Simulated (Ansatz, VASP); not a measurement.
One calculation of Cu, two programs

INCAR

```
SYSTEM = Cu
PREC = Accurate
ENCUT = 520
EDIFF = 1E-6
ISMEAR = 0
SIGMA = 0.15
LREAL = .FALSE.
LASPH = .TRUE.
NELM = 100
ALGO = Fast
ISIF = 2
LWAVE = .FALSE.
LCHARG = .FALSE.
GGA = PS
NBANDS = 18
```

Contents of KPOINTS:

```
Automatic mesh
0
G
  24 24 12
  0 0 0
```

File POSCAR:

```
Cu
1.0
    2.6354605366      0.0000000000      0.0000000000
   -1.3177302683      2.2823757754      0.0000000000
    0.0000000000      0.0000000000      4.4415766800
Cu
2
Direct
    0.3333333333      0.6666666667      0.2500000000
    0.6666666667      0.3333333333      0.7500000000
```

Input for Ansatz:

```yaml
crystal:
  lattice:
    - [2.6354605366, 0.0, 0.0]
    - [-1.3177302683, 2.2823757754, 0.0]
    - [0.0, 0.0, 4.44157668]
  atoms:
    - { symbol: Cu, position: [0.3333333333, 0.6666666667, 0.25] }
    - { symbol: Cu, position: [0.6666666667, 0.3333333333, 0.75] }
basis:
  ecutwfc: 420
kpoints:
  mp_grid: { grid: [24, 24, 12] }
hamiltonian:
  xc: pbesol
scf:
  occupations: { method: gaussian, width: 0.15 }
output:
  forces: true
  stress: true
  eigenvalues: true
  write_density: true
  write_potential: true
  elf: true
  volumetric_format: npy
```

Change from the starting cell: strain +0.040 along x and y, +0.080 along z, atoms carried along.

Alike in both runs: task single point; functional PBEsol; k mesh 24 × 24 × 12; occupations gaussian, width 0.15 eV; no spin polarisation.

|  | VASP | Ansatz |
| --- | --- | --- |
| version | VASP 6.6.1 | Ansatz 0.2.0 |
| potentials or method | VASP PAW PBE potentials, release 64 (Cu), cutoff 520 eV | scalar-relativistic, plane waves, PAW |
| valence electrons in the cell | 22 | 38 |

```csv
,VASP,Ansatz,Ansatz less VASP
gap on the k mesh at the Fermi level (eV),none,none,-
pressure (GPa),-17.6,-18.1,-0.51
"traceless stress, the component that is largest in VASP (GPa)",-1.70,-1.69,+0.013
```

VASP's potentials were made for PBE, not for PBEsol. A gap of «none» marks a metal or a gap that the smearing closes. VASP's potentials hold 22 valence electrons a cell and Ansatz's 38, so a difference there can come from the potentials and not from the codes.
